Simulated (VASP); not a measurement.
A run of VASP 6.6.1 is set up as follows.

INCAR

```
SYSTEM = CsCdCl3
  PREC = Accurate
  ENCUT = 520
  EDIFF = 1E-7
  ISMEAR = 0
  SIGMA = 0.02
  LREAL = .FALSE.
  LASPH = .TRUE.
  NELM = 100
  ALGO = Normal
  ISIF = 2
  LWAVE = .FALSE.
  LCHARG = .TRUE.
  GGA = CA
  LELF = .TRUE.
  LVHAR = .TRUE.
  NBANDS = 29
```

Contents of KPOINTS:

```
Automatic mesh
0
G
  6 6 6
  0 0 0
```

The input POSCAR:

```
CsCdCl3
1.0
    4.9539616817      0.0000000000      0.0000000000
    0.0000000000      4.9539616817      0.0000000000
    0.0000000000      0.0000000000      4.9539616817
Cs Cd Cl
1 1 3
Direct
    0.0000000000      0.0000000000      0.0000000000
    0.5000000000      0.5000000000      0.5000000000
    0.0000000000      0.5000000000      0.5000000000
    0.5000000000      0.0000000000      0.5000000000
    0.5000000000      0.5000000000      0.0000000000
```

Potentials or basis: VASP PAW LDA potentials, release 64 (Cs_sv, Cd, Cl).

Command:

```console
$ cat potpaw_LDA.64/Cs_sv/POTCAR potpaw_LDA.64/Cd/POTCAR potpaw_LDA.64/Cl/POTCAR > POTCAR
$ mpirun -np 1 vasp_std > vasp.out
```

**Question.** Estimate the pressure.

**Answer.** 5.6 GPa.

**Question.** What does it give for the band gap on the k mesh?

**Answer.** 1.75 eV (least direct gap 2.77 eV).

Caveat: the cell stands under pressure; spin-orbit coupling is left out, which moves the levels of the heavy elements. A k mesh can miss the band edges.
